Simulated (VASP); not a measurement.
# Sb (R-3m) in VASP: a series of runs

Aim: see how the results for Sb move with the level of theory and the settings. Levels: PBEsol-based screened hybrid with 25 % exact exchange, B3LYP5, BHLYP. Tasks: single point.

All numbers are computed with VASP 6.6.1; they aren't measurements. Logs are shortened: lines on timing, memory, paths and dates and some standing lists are left out, and cuts for length are marked.

### 1 The cell of the first run

The structure is trigonal, space group R-3m (No. 166). The conventional cell has a = 4.308 Å, b = 4.308 Å, c = 11.274 Å, α = 90.00°, β = 90.00°, γ = 120.00°. Sb (site symmetry 3m) has 6 Sb at 2.91 to 3.35 Å within 3.8 Å.

### 2 Single point, PBEsol-based screened hybrid with 25 % exact exchange

Input file POSCAR:

```
Sb
1.0
    2.1542000000      1.2437279499      3.7580000000
   -2.1542000000      1.2437279499      3.7580000000
    0.0000000000     -2.4874558998      3.7580000000
Sb
2
Direct
    0.7665100000      0.7665100000      0.7665100000
    0.2334900000      0.2334900000      0.2334900000
```

Input file INCAR.step1:

```
SYSTEM = Sb
  PREC = Accurate
  ENCUT = 400
  EDIFF = 1E-5
  ISMEAR = -1
  SIGMA = 0.05
  LREAL = .False.
  LASPH = .True.
  NELM = 120
  ALGO = Normal
  ISIF = 2
  LWAVE = .True.
  LCHARG = .False.
  GGA = PE
  NBANDS = 22
  GGA_COMPAT = .False.
```

Input file INCAR.step2:

```
SYSTEM = Sb
  PREC = Accurate
  ENCUT = 400
  EDIFF = 1E-6
  ISMEAR = -1
  SIGMA = 0.05
  LREAL = .False.
  LASPH = .True.
  NELM = 120
  ALGO = Normal
  ISIF = 2
  LWAVE = .False.
  LCHARG = .False.
  GGA = PS
  LHFCALC = .True.
  AEXX = 0.25
  HFSCREEN = 0.207
  PRECFOCK = Normal
  ISTART = 1
  NBANDS = 22
  GGA_COMPAT = .False.
```

Input file KPOINTS:

```
regular mesh
0
Gamma
  4 4 4
  0 0 0
```

Potentials or basis: VASP PAW PBE potentials, release 64 (Sb_d_GW).

Launch:

```sh
cat potpaw_PBE.64/Sb_d_GW/POTCAR > POTCAR
cp INCAR.step1 INCAR
mpirun -np 1 vasp_std > vasp.out
cp INCAR.step2 INCAR
mpirun -np 1 vasp_std > vasp.out
```

OUTCAR:

```text
SYSTEM = Sb
   PREC = Accurate
   ENCUT = 400
   EDIFF = 1E-6
   ISMEAR = -1
   LREAL = .False.
   LASPH = .True.
   NELM = 120
   ISIF = 2
   GGA = PS
   LHFCALC = .True.
   AEXX = 0.25
   HFSCREEN = 0.207
   PRECFOCK = Normal
   ISTART = 1

 ion  position               nearest neighbor table
   1  0.767  0.767  0.767-   2 2.91   2 2.91   2 2.91   2 3.35   2 3.35   2 3.35
   2  0.233  0.233  0.233-   1 2.91   1 2.91   1 2.91   1 3.35   1 3.35   1 3.35

  LATTYP: Found a trigonal (rhomboedric) cell.
 ALAT       =     4.5066618304
 COS(alpha) =     0.5430253624

  Lattice vectors:

 A1 = (   2.1542000000,   1.2437279499,   3.7580000000)
 A2 = (  -2.1542000000,   1.2437279499,   3.7580000000)
 A3 = (   0.0000000000,  -2.4874558998,   3.7580000000)

Analysis of symmetry for initial positions (statically):
=====================================================================
 Subroutine PRICEL returns:
 Original cell was already a primitive cell.

 Routine SETGRP: Setting up the symmetry group for a
 trigonal (rhombohedral) supercell.

 Subroutine GETGRP returns: Found 12 space group operations
 (whereof 12 operations were pure point group operations)
 out of a pool of 12 trial point group operations.

The static configuration has the point symmetry D_3d.

Analysis of symmetry for dynamics (positions and initial velocities):
=====================================================================
 Subroutine PRICEL returns:
 Original cell was already a primitive cell.

 Routine SETGRP: Setting up the symmetry group for a
 trigonal (rhombohedral) supercell.

 Subroutine GETGRP returns: Found 12 space group operations
 (whereof 12 operations were pure point group operations)
 out of a pool of 12 trial point group operations.

The dynamic configuration has the point symmetry D_3d.

 Subroutine INISYM returns: Found 12 space group operations
 (whereof 12 operations are pure point group operations),
 and found     1 'primitive' translations

----------------------------------------------------------------------------------------

                                     Primitive cell

  volume of cell :      60.4115

  direct lattice vectors                    reciprocal lattice vectors
     2.154200000  1.243727950  3.758000000     0.232104726  0.134005726  0.088699663
    -2.154200000  1.243727950  3.758000000    -0.232104726  0.134005726  0.088699663
     0.000000000 -2.487455900  3.758000000     0.000000000 -0.268011452  0.088699663

  length of vectors
     4.506661830  4.506661830  4.506661830     0.282307932  0.282307932  0.282307932

  position of ions in fractional coordinates (direct lattice)
     0.766510000  0.766510000  0.766510000
     0.233490000  0.233490000  0.233490000

  ion indices of the primitive-cell ions
   primitive index   ion index
                 1           1
                 2           2

----------------------------------------------------------------------------------------

 KPOINTS: regular mesh

Automatic generation of k-mesh.
 Grid dimensions read from file:
 generate k-points for:    4    4    4

 Generating k-lattice:

  Cartesian coordinates                     Fractional coordinates (reciprocal lattice)
     0.058026181  0.033501431  0.022174916     0.250000000  0.000000000  0.000000000
    -0.058026181  0.033501431  0.022174916     0.000000000  0.250000000  0.000000000
     0.000000000 -0.067002863  0.022174916     0.000000000  0.000000000  0.250000000

  Length of vectors
     0.070576983  0.070576983  0.070576983

  Shift w.r.t. Gamma in fractional coordinates (k-lattice)
     0.000000000  0.000000000  0.000000000

 Subroutine IBZKPT returns following result:
 ===========================================

 Found     13 irreducible k-points:

 Following reciprocal coordinates:
            Coordinates               Weight
  0.000000  0.000000  0.000000      1.000000
  0.250000 -0.000000  0.000000      6.000000
  0.500000 -0.000000  0.000000      3.000000
  0.250000  0.250000  0.000000      6.000000
  0.500000  0.250000 -0.000000     12.000000
 -0.250000  0.250000  0.000000      6.000000
  0.500000  0.500000  0.000000      3.000000
  0.250000  0.250000  0.250000      2.000000
  0.500000  0.250000  0.250000      6.000000
 -0.250000  0.250000  0.250000      6.000000
  0.500000  0.500000  0.250000      6.000000
 -0.250000  0.500000  0.250000      6.000000
  0.500000  0.500000  0.500000      1.000000
   k-points           NKPTS =     13   k-points in BZ     NKDIM =     64   number of bands    NBANDS=     22
   number of dos      NEDOS =    301   number of ions     NIONS =      2
   total plane-waves  NPLWV =  27000
   dimension x,y,z NGX =    30 NGY =   30 NGZ =   30
   dimension x,y,z NGXF=    60 NGYF=   60 NGZF=   60
   ions per type =               2
   NGX,Y,Z   is equivalent  to a cutoff of  11.07, 11.07, 11.07 a.u.
   NGXF,Y,Z  is equivalent  to a cutoff of  22.13, 22.13, 22.13 a.u.
 SYSTEM =  Sb
   PREC   = accura    normal or accurate (medium, high low for compatibility)
   ISTART =      1    job   : 0-new  1-cont  2-samecut
   ICHARG =      0    charge: 1-file 2-atom 10-const
   ISPIN  =      1    spin polarized calculation?
   LNONCOLLINEAR =      F non collinear calculations
   LSORBIT =      F    spin-orbit coupling
   LASPH  =      T    aspherical Exc in radial PAW
   ENCUT  =  400.0 eV  29.40 Ry    5.42 a.u.   7.35  7.35  7.35*2*pi/ulx,y,z
   NELM   =    120;   NELMIN=  2; NELMDL=  0     # of ELM steps
   EDIFF  = 0.1E-05   stopping-criterion for ELM
   LREAL  =      F    real-space projection
   EDIFFG = 0.1E-04   stopping-criterion for IOM
   NSW    =      0    number of steps for IOM
   IBRION =     -1    ionic relax: 0-MD 1-quasi-New 2-CG
   NFREE  =      0    steps in history (QN), initial steepest desc. (CG)
   ISIF   =      2    stress and relaxation
   ISYM   =      3    0-nonsym 1-usesym 2-fastsym
   POTIM  = 0.5000    time-step for ionic-motion
   TEBEG  =    0.0;   TEEND  =   0.0 temperature during run
   PSTRESS=    0.0 pullay stress
   NELECT =      30.0000    total number of electrons
   NUPDOWN=      -1.0000    fix difference up-down
   EMIN   =  10.00;   EMAX   =-10.00  energy-range for DOS
   EFERMI =   0.00;   METHOD = LEGACY
   ISMEAR =    -1;   SIGMA  =   0.05  broadening in eV -4-tet -1-fermi 0-gaus
   EFERMI_NEDOS =   21; number of points for ismear=-14 and -15
   IALGO  =     38    algorithm
   IMIX   =      1    mixing-type and parameters
     AMIX     =   0.40;   BMIX     =  1.00
     AMIX_MAG =   1.60;   BMIX_MAG =  1.00
  volume/ion in A,a.u.               =      30.21       203.84
  Fermi-wavevector in a.u.,A,eV,Ry     =   1.296409  2.449858 22.866996  1.680677
  Thomas-Fermi vector in A             =   2.427867
   LORBIT       =      0    0 simple, 1 ext, 2 COOP (PROOUT), +10 PAW based schemes
   GGA     = PS    functional components
   LHFCALC =     T    Hartree Fock is set to
   PRECFOCK=normal    Normal, Fast or Accurate (Low or Medium for compatibility)
   ENCUT4O =  -1.0   cutoff for four orbital integrals eV
   NKREDX  =     1    reduce k-point grid by
   NKREDY  =     1    reduce k-point grid by
   NKREDZ  =     1    reduce k-point grid by
   AEXX    =    0.2500 exact exchange contribution
   HFSCREEN=    0.2070 screening length (either q_TF or 0.3 A-1)
   HFSCREENC=   0.2070 screening length for correlation (either q_TF or 0.3 A-1)
   ENCUTFOCK=  -1.0 apply spherical cutoff to Coloumb kernel
   IVDW    =     0    specifies the selected vdW correction
   LEPSILON=     F    determine dielectric tensor
   LRPA    =     F    only Hartree local field effects (RPA)
 non-spin polarized calculation
  energy-cutoff  :      400.00
  volume of cell :       60.41
 maximum number of plane-waves:      1113
 NGX is ok and might be reduce to    30
  NGX = 24; NGY = 24; NGZ = 24

 number of electron      29.9999999 magnetization

 Free energy of the ion-electron system (eV)
  ---------------------------------------------------
  ext. energy  EPLUGINS =         0.00000000
  ---------------------------------------------------
  free energy    TOTEN  =       -10.46283219 eV

  energy without entropy =      -10.46146077  energy(sigma->0) =      -10.46214648

 E-fermi :   4.9571     XC(G=0):  -8.3317

 val. band max:        4.8222727053   @ k =   0.5000   0.5000   0.5000
 cond. band min:       5.1253178155   @ k =   0.5000  -0.0000   0.0000
 fundamental gap:      0.3030451102
 Fermi energy:         4.9570530380

 k-point     1 :       0.0000    0.0000    0.0000
  band No.  band energies     occupation
      1     -26.7784      2.00000
      2     -26.7784      2.00000
      3     -26.6825      2.00000
      4     -26.6825      2.00000
      5     -26.6450      2.00000
      6     -26.5572      2.00000
[... 14 lines left out ...]
     21      10.8940      0.00000
     22      12.2030      0.00000

 k-point     2 :       0.2500   -0.0000    0.0000
  band No.  band energies     occupation
      1     -26.7549      2.00000
      2     -26.7423      2.00000
      3     -26.6702      2.00000
      4     -26.6609      2.00000
      5     -26.6304      2.00000
      6     -26.5742      2.00000
[... 14 lines left out ...]
     21      11.7969      0.00000
     22      15.8765      0.00000

 k-point     3 :       0.5000   -0.0000    0.0000
  band No.  band energies     occupation
      1     -26.7250      2.00000
      2     -26.6778      2.00000
      3     -26.6513      2.00000
      4     -26.6280      2.00000
      5     -26.6196      2.00000
      6     -26.6087      2.00000
[... 14 lines left out ...]
     21      15.1053      0.00000
     22      15.1839      0.00000
[... 201 lines left out ...]
 k-point    12 :      -0.2500    0.5000    0.2500
  band No.  band energies     occupation
      1     -26.7501      2.00000
      2     -26.6927      2.00000
      3     -26.6514      2.00000
      4     -26.6490      2.00000
      5     -26.6088      2.00000
      6     -26.6026      2.00000
[... 14 lines left out ...]
     21      16.4769      0.00000
     22      16.5085      0.00000

 k-point    13 :       0.5000    0.5000    0.5000
  band No.  band energies     occupation
      1     -26.7273      2.00000
      2     -26.7273      2.00000
      3     -26.6622      2.00000
      4     -26.6622      2.00000
      5     -26.6226      2.00000
      6     -26.5711      2.00000
[... 14 lines left out ...]
     21      14.7960      0.00000
     22      15.0750      0.00000

------------------------ aborting loop because EDIFF is reached ----------------------------------------

  FORCE on cell =-STRESS in cart. coord.  units (eV):
  Direction    XX          YY          ZZ          XY          YZ          ZX
  --------------------------------------------------------------------------------------
  -------------------------------------------------------------------------------------
  Total       -0.3660314     -0.3660314     -0.6527324      0.0000000      0.0000000      0.0000000
  in kB       -9.7075453     -9.7075453    -17.3111656      0.0000000      0.0000000      0.0000000
  external PRESSURE =     -12.2420854 kB  Pullay stress =       0.0000000 kB

 VOLUME and BASIS-vectors are now :
 -----------------------------------------------------------------------------
  energy-cutoff  :      400.00
  volume of cell :       60.41
      direct lattice vectors                 reciprocal lattice vectors
     2.154200000  1.243727950  3.758000000     0.232104726  0.134005726  0.088699663
    -2.154200000  1.243727950  3.758000000    -0.232104726  0.134005726  0.088699663
     0.000000000 -2.487455900  3.758000000     0.000000000 -0.268011452  0.088699663

 POSITION                                       TOTAL-FORCE (eV/Angst)
 -----------------------------------------------------------------------------------
      0.00000      0.00000      8.64163         0.000000     -0.000000      0.376230
      0.00000      0.00000      2.63237         0.000000      0.000000     -0.376230
 -----------------------------------------------------------------------------------
    total drift:                               -0.000003      0.000003      0.000017

  FREE ENERGIE OF THE ION-ELECTRON SYSTEM (eV)
  ---------------------------------------------------
  free  energy   TOTEN  =       -10.4628321933 eV

  energy  without entropy=      -10.4614607725  energy(sigma->0) =      -10.46214648
```

It took 14 min on 1 thread of Intel Xeon 6975P-C (Granite Rapids), shared host; peak memory 0.28 GiB.

What came out:

```yaml
Free_energy: -10.4628 eV
Pressure: -1.2 GPa
Largest_force: 0.376 eV/Å
```

Forces in eV/Å, atoms in the order of the input:
```
Sb   0.000  0.000  0.376
Sb   0.000  0.000 -0.376
```

Levels at points of the mesh, in eV from the Fermi level:
| k point | band 13 | band 14 | band 15 | band 16 | band 17 | band 18 |
| --- | --- | --- | --- | --- | --- | --- |
| (0.00, 0.00, 0.00) | -2.21 | -1.90 | -1.90 | 2.65 | 3.34 | 3.34 |
| (0.50, 0.00, 0.00) | -2.06 | -1.93 | -0.22 | 0.17 | 0.56 | 0.87 |
| (0.50, 0.50, 0.00) | -5.96 | -4.10 | -3.97 | 1.96 | 5.79 | 6.36 |
| (0.50, 0.50, 0.50) | -1.37 | -1.37 | -0.13 | 0.46 | 0.46 | 1.41 |

Caveat: the k points lie up to 0.44 Å⁻¹ apart; the PAW data sets were made with another functional, which shifts forces and pressure a little; spin-orbit coupling is left out, which moves the levels of the heavy elements.

### 3 Single point, B3LYP5

POSCAR is that of step 2.

Input file INCAR.step1:

```
SYSTEM = Sb
ALGO = Normal ; EDIFF = 1E-5
ENCUT = 400 ; GGA = PE
GGA_COMPAT = .FALSE. ; ISIF = 2
ISMEAR = -1 ; LASPH = .TRUE.
LREAL = .FALSE. ; LWAVE = .TRUE.
NBANDS = 22 ; NELM = 120
PREC = Accurate ; SIGMA = 0.05
```

Input file INCAR.step2:

```
SYSTEM = Sb
AEXX = 0.2 ; AGGAC = 0.81
AGGAX = 0.72 ; ALDAC = 0.19
ALGO = Normal ; EDIFF = 1E-6
ENCUT = 400 ; GGA = B5
GGA_COMPAT = .FALSE. ; ISIF = 2
ISMEAR = -1 ; ISTART = 1
LASPH = .TRUE. ; LCHARG = .TRUE.
LELF = .TRUE. ; LHFCALC = .TRUE.
LREAL = .FALSE. ; LVHAR = .TRUE.
LWAVE = .FALSE. ; NBANDS = 22
NELM = 120 ; PREC = Accurate
PRECFOCK = Normal ; SIGMA = 0.05
```

Input file KPOINTS:

```
k-points
0
G
  4 4 4
  0 0 0
```

Potentials or basis: VASP PAW PBE potentials, release 64 (Sb_d_GW).

Launch:

```sh
cat potpaw_PBE.64/Sb_d_GW/POTCAR > POTCAR
cp INCAR.step1 INCAR
mpirun -np 1 vasp_std > vasp.out
cp INCAR.step2 INCAR
mpirun -np 1 vasp_std > vasp.out
```

OUTCAR:

```text
SYSTEM = Sb
   AEXX = 0.2
   EDIFF = 1E-6
   ENCUT = 400
   GGA = B5
   ISIF = 2
   ISMEAR = -1
   ISTART = 1
   LASPH = .TRUE.
   LHFCALC = .TRUE.
   LREAL = .FALSE.
   NELM = 120
   PREC = Accurate
   PRECFOCK = Normal

 ion  position               nearest neighbor table
   1  0.767  0.767  0.767-   2 2.91   2 2.91   2 2.91   2 3.35   2 3.35   2 3.35
   2  0.233  0.233  0.233-   1 2.91   1 2.91   1 2.91   1 3.35   1 3.35   1 3.35

  LATTYP: Found a trigonal (rhomboedric) cell.
 ALAT       =     4.5066618304
 COS(alpha) =     0.5430253624

  Lattice vectors:

 A1 = (   2.1542000000,   1.2437279499,   3.7580000000)
 A2 = (  -2.1542000000,   1.2437279499,   3.7580000000)
 A3 = (   0.0000000000,  -2.4874558998,   3.7580000000)

Analysis of symmetry for initial positions (statically):
=====================================================================
 Subroutine PRICEL returns:
 Original cell was already a primitive cell.

 Routine SETGRP: Setting up the symmetry group for a
[... 158 lines left out ...]
  ext. energy  EPLUGINS =         0.00000000
  ---------------------------------------------------
  free energy    TOTEN  =        -9.10937934 eV

  energy without entropy =       -9.10936266  energy(sigma->0) =       -9.10937100

 E-fermi :   5.4909     XC(G=0):  -7.7236

 val. band max:        5.1102814137   @ k =   0.5000   0.5000   0.5000
 cond. band min:       5.9194767228   @ k =   0.5000  -0.0000   0.0000
 fundamental gap:      0.8091953090
 Fermi energy:         5.4909140266

 k-point     1 :       0.0000    0.0000    0.0000
  band No.  band energies     occupation
      1     -26.1511      2.00000
      2     -26.1511      2.00000
      3     -26.0558      2.00000
      4     -26.0558      2.00000
      5     -26.0158      2.00000
      6     -25.9312      2.00000
[... 314 lines left out ...]
     21      15.5769      0.00000
     22      15.9591      0.00000

------------------------ aborting loop because EDIFF is reached ----------------------------------------

  FORCE on cell =-STRESS in cart. coord.  units (eV):
  Direction    XX          YY          ZZ          XY          YZ          ZX
  --------------------------------------------------------------------------------------
  -------------------------------------------------------------------------------------
  Total        1.7544319      1.7544319      1.5053421     -0.0000000      0.0000000      0.0000000
  in kB       46.5294206     46.5294206     39.9232924     -0.0000000      0.0000000      0.0000000
  external PRESSURE =      44.3273779 kB  Pullay stress =       0.0000000 kB

 VOLUME and BASIS-vectors are now :
 -----------------------------------------------------------------------------
  energy-cutoff  :      400.00
  volume of cell :       60.41
      direct lattice vectors                 reciprocal lattice vectors
     2.154200000  1.243727950  3.758000000     0.232104726  0.134005726  0.088699663
    -2.154200000  1.243727950  3.758000000    -0.232104726  0.134005726  0.088699663
     0.000000000 -2.487455900  3.758000000     0.000000000 -0.268011452  0.088699663

 POSITION                                       TOTAL-FORCE (eV/Angst)
 -----------------------------------------------------------------------------------
      0.00000      0.00000      8.64163         0.000000      0.000000      0.353308
      0.00000      0.00000      2.63237         0.000000     -0.000000     -0.353308
 -----------------------------------------------------------------------------------
    total drift:                               -0.000002      0.000001      0.000003

  FREE ENERGIE OF THE ION-ELECTRON SYSTEM (eV)
  ---------------------------------------------------
  free  energy   TOTEN  =        -9.1093793443 eV

  energy  without entropy=       -9.1093626567  energy(sigma->0) =       -9.10937100
```

OUTCAR.step1:

```text
SYSTEM = Sb
   EDIFF = 1E-5
   ENCUT = 400
   GGA = PE
   ISIF = 2
   ISMEAR = -1
   LASPH = .TRUE.
[... 533 lines left out ...]
      0.00000      0.00000      8.64163         0.000000     -0.000000      0.088204
      0.00000      0.00000      2.63237         0.000000      0.000000     -0.088204
 -----------------------------------------------------------------------------------
    total drift:                               -0.000000      0.000000      0.000000

  FREE ENERGIE OF THE ION-ELECTRON SYSTEM (eV)
  ---------------------------------------------------
  free  energy   TOTEN  =        -8.3303301197 eV

  energy  without entropy=       -8.3251269129  energy(sigma->0) =       -8.32772852
```

It took 26 min on 1 thread of Intel Xeon Platinum 8488C (Sapphire Rapids), shared host; peak memory 0.19 GiB.

Results:

| Property | Result |
| --- | --- |
| Free energy | -9.1094 eV |
| Pressure | 4.4 GPa |
| Largest force | 0.353 eV/Å |
| Band gap on the k mesh | 0.81 eV (least direct gap 0.96 eV) |

Forces on the atoms (eV/Å):
```
Sb   0.000  0.000  0.353
Sb   0.000  0.000 -0.353
```

Caveat: the k points lie up to 0.44 Å⁻¹ apart; the PAW data sets were made with another functional, which shifts forces and pressure a little; spin-orbit coupling is left out, which moves the levels of the heavy elements.

(Part 1 of 2 ends here.)
